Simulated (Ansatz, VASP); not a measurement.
# Two plane-wave programs on RbSbS3

```
Rb Sb S
1.0
     5.34354    0.00000    0.00000
     0.00000    5.34354    0.00000
     0.00000    0.00000    5.34354
Rb Sb S
1 1 3
Direct
  0.50000 0.50000 0.50000
  0.00000 0.00000 0.00000
  0.00000 0.50000 0.50000
  0.50000 0.00000 0.50000
  0.50000 0.50000 0.00000
```

Change from the starting cell: species swapped into the Mn3IrN type (Pm-3m, No. 221).

Alike in both runs: functional PBE; k mesh 8 × 8 × 8; occupations gaussian, width 0.1 eV; no spin polarisation.

Ansatz relaxed the structure, and its values are those at the end. VASP's run is a single point on that final structure, the one shown.

```csv
,VASP,Ansatz
version,VASP 6.6.1,Ansatz 0.2.0
potentials or method,"VASP PAW PBE potentials, release 64 (Rb_sv, Sb, S), cutoff 520 eV","scalar-relativistic, plane waves, PAW"
valence electrons in the cell,32,42
```

```csv
,VASP,Ansatz,Ansatz less VASP
gap on the k mesh at the Fermi level (eV),none,none,-
pressure (GPa),0.1,0.0,-0.09
```

A gap of «none» marks a metal or a gap that the smearing closes. VASP's potentials hold 32 valence electrons a cell and Ansatz's 42, so a difference there can come from the potentials and not from the codes.

Neither program's run includes spin-orbit coupling.
